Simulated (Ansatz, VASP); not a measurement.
**Si in VASP and in Ansatz**

```
Si
1.0
     2.66225   -0.03624   -0.00683
    -1.36251    2.23176    0.04190
    -0.00643    0.04182    2.48776
Si
1
Cartesian
  0.0000 0.0000 0.0000
```

Change from the starting cell: cell sheared at random, sigma 0.03, atoms nudged by 0.01 Å.

Alike in both runs: task single point; functional r2SCANh; k mesh 6 × 6 × 6; occupations fermi-dirac, width 0.05 eV; no spin polarisation.

```csv
,VASP,Ansatz
version,VASP 6.6.1,Ansatz 0.2.0
potentials or method,"VASP PAW PBE potentials, release 64 (Si)",Ansatz PAW
plane-wave cutoff (eV),520,500
valence electrons in the cell,4,4
```

Ansatz gave:

- gap on the k mesh at the Fermi level (eV): none
- pressure (GPa): 1.4
- traceless stress, the component that is largest in VASP (GPa): 9.89

Problem. Estimate VASP's values.

Solution. gap on the k mesh at the Fermi level (eV): none; pressure (GPa): 1.2; traceless stress, the component that is largest in VASP (GPa): 9.93.

VASP's potentials were made for PBE, not for r2SCANh. A gap of «none» marks a metal or a gap that the smearing closes.

The k mesh is coarse, so the values compare programs but aren't converged.
